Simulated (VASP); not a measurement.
Runs of VASP 6.6.1 on InAs. The structure is that of space group I-4m2 (No. 119), or close to it. The cells are those of the table. 

```tsv
cell	gap on the mesh (eV)	pressure (GPa)
a = 4.192, b = 4.192, c = 4.277 Å, angles 59.3, 59.3, 61.3°, 2 atoms	0.12	6.9
a = 4.199, b = 4.199, c = 3.934 Å, angles 62.1, 62.1, 55.9°, 2 atoms	0.11	(a)
a = 4.109, b = 4.109, c = 4.277 Å, angles 58.6, 58.6, 62.7°, 2 atoms	(b)	10.4
a = 4.280, b = 4.280, c = 4.106 Å, angles 61.3, 61.3, 57.3°, 2 atoms	none	6.9
a = 4.290, b = 4.290, c = 3.934 Å, angles 62.7, 62.7, 54.6°, 2 atoms	none	10.5
```

Alike in all rows: task single point; level PBE; potentials or basis VASP PAW PBE potentials, release 64 (In_d, As); no spin polarisation; k mesh 14 × 14 × 14; cutoff (eV) 520; smearing gaussian 0.15 eV.

Q: Estimate the missing entries.

A: (a) 14.6; (b) 0.04.

Caveats: semilocal functionals underestimate gaps, and a narrow one can read as zero; spin-orbit coupling is left out, which moves the levels of the heavy elements; the cell stands under pressure (at least some runs); the smearing spreads over this small gap (at least some runs); the stress differs along the axes, from 6 to 13 GPa (at least some runs).

A k mesh can miss the band edges, and the runs leave out spin-orbit coupling on As, In.

A gap of «none» marks levels without a gap at the run's occupations.
